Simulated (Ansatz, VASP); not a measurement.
This is a calculation of Fe for VASP 6.6.1.

Contents of INCAR:

```
PREC     = Accurate       # precision mode
ENCUT    = 520            # plane-wave cutoff, eV
EDIFF    = 1E-6           # SCF threshold, eV
ISMEAR   = -1             # smearing method
SIGMA    = 0.05           # smearing width, eV
LREAL    = False          # projectors in reciprocal space
LASPH    = True           # aspherical terms in the spheres
NELM     = 150            # most SCF steps
ALGO     = Normal         # electronic algorithm
ISIF     = 2              # what is computed and relaxed
LWAVE    = False          # write WAVECAR
LCHARG   = True           # write CHGCAR
ISPIN    = 2              # spin polarisation
MAGMOM   = 3              # initial moments
LORBIT   = 11             # projections on sites
LMAXMIX  = 4              # l up to which the mixer works
LELF     = True           # ELF
LVHAR    = True         
NBANDS   = 14             # bands
```

File KPOINTS:

```
Automatic mesh
0
Gamma
  13 13 13
```

The input POSCAR:

```
Fe
1.0
    0.0000000000      1.9154967481      1.9385464314
    1.4781880421      0.0000000000      1.9385464314
    1.4781880421      1.9154967481      0.0000000000
Fe
1
Direct
    0.0000000000      0.0000000000      0.0000000000
```

Potentials or basis: VASP PAW LDA potentials, release 64 (Fe).

Launch:

```bash
$ cat potpaw_LDA.64/Fe/POTCAR > POTCAR
$ mpirun -np 1 vasp_std > vasp.out
```

Problem. Set up the same calculation for Ansatz 0.2.0. Potentials there: all-electron LAPW, scalar-relativistic.

Solution. As run (the cutoff follows the program's own potentials):

input.yaml

```yaml
crystal:
  lattice:
    - [0.0, 1.9154967481, 1.9385464314]
    - [1.4781880421, 0.0, 1.9385464314]
    - [1.4781880421, 1.9154967481, 0.0]
  atoms:
    - { symbol: Fe, position: [0.0, 0.0, 0.0], spin: 3.0 }
kpoints:
  mp_grid: { grid: [13, 13, 13] }
scf:
  occupations: { method: fermi_dirac, width: 0.05 }
hamiltonian:
  xc: lda
  pseudopotentials: { kind: all_electron, lapw: { basis_error: 0.001 } }
magnetization:
  spin_polarized: true
output:
  forces: true
  stress: true
  eigenvalues: true
```

Potentials or basis: all-electron LAPW, scalar-relativistic.

Run with:

```sh
$ ansatz run input.yaml --threads 2 --pin off --max-ram 6144MiB --backend cpu --events-out ev --progress --plain --runs-dir out
```

Both were run:

|  | VASP | Ansatz | Ansatz less VASP |
| --- | --- | --- | --- |
| gap on the k mesh at the Fermi level (eV) | none | none | - |
| pressure (GPa) | -12.5 | -11.9 | +0.61 |
| traceless stress, the component that is largest in VASP (GPa) | -6.70 | -6.69 | +0.010 |
| net moment per atom (μB) | 2.04 | 2.06 | +0.026 |
| size of the moment on the site where the two differ most (μB) | 2.01 | 2.09 | +0.080 |

LDA's correlation is that of Perdew and Zunger in VASP and of Perdew and Wang (1992) in Ansatz. Site moments also hang on the region over which each program counts them. A gap of «none» marks a metal or a gap that the smearing closes. Ansatz ran all-electron here, and VASP with PAW potentials.
